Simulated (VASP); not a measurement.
Here is a VASP 6.6.1 calculation.

INCAR

```
  ALGO = Normal
  EDIFF = 1E-6
  EDIFFG = -0.005
  ENCUT = 600
  GGA = PE
  IBRION = 2
  ISIF = 3
  ISMEAR = -1
  LASPH = T
  LCHARG = F
  LREAL = F
  LWAVE = F
  NELM = 100
  NSW = 60
  PREC = Accurate
  PSTRESS = 880.0
  SIGMA = 0.05
```

KPOINTS

```
k-points
0
Gamma
  13 13 7
```

File POSCAR:

```
HfO2
1.0
    2.6739131415      0.0000000000      0.0000000000
   -1.3369565708      2.3156767081      0.0000000000
    0.0000000000      0.0000000000      4.2782610264
Hf O
1 2
Direct
    0.0000000000      0.0000000000      0.0000000000
    0.3333333333      0.6666666667      0.2500000000
    0.6666666667      0.3333333333      0.7500000000
```

Potentials or basis: VASP PAW PBE potentials, release 64 (Hf_pv, O).

The run is started by

```sh
$ cat potpaw_PBE.64/Hf_pv/POTCAR potpaw_PBE.64/O/POTCAR > POTCAR
$ mpirun -np 1 vasp_std > vasp.out
```

**Question.** What does it give for the relaxed cell?

**Answer.** a = 3.077 Å, b = 3.077 Å, c = 3.309 Å, α = 90.00°, β = 90.00°, γ = 120.00°.

**Question.** What does it give for the relaxed volume?

**Answer.** 9.05 Å³/atom.

**Question.** Predict the space group after relaxing (to 0.1 Å).

**Answer.** P-3m1 (No. 164).

Final structure:
```
CELL_PARAMETERS angstrom
3.07747 0.00000 0.00000
-1.53873 2.66516 0.00000
0.00000 0.00000 3.30878
ATOMIC_POSITIONS crystal
Hf 0.00000 0.00000 0.00000
O 0.33333 0.66667 0.27077
O 0.66667 0.33333 0.72923
```

Caveat: the cell is relaxed towards a set pressure, so the run minimises the enthalpy, not the energy; a cell axis changed by over 15 % at a fixed basis, so the end point is rough.
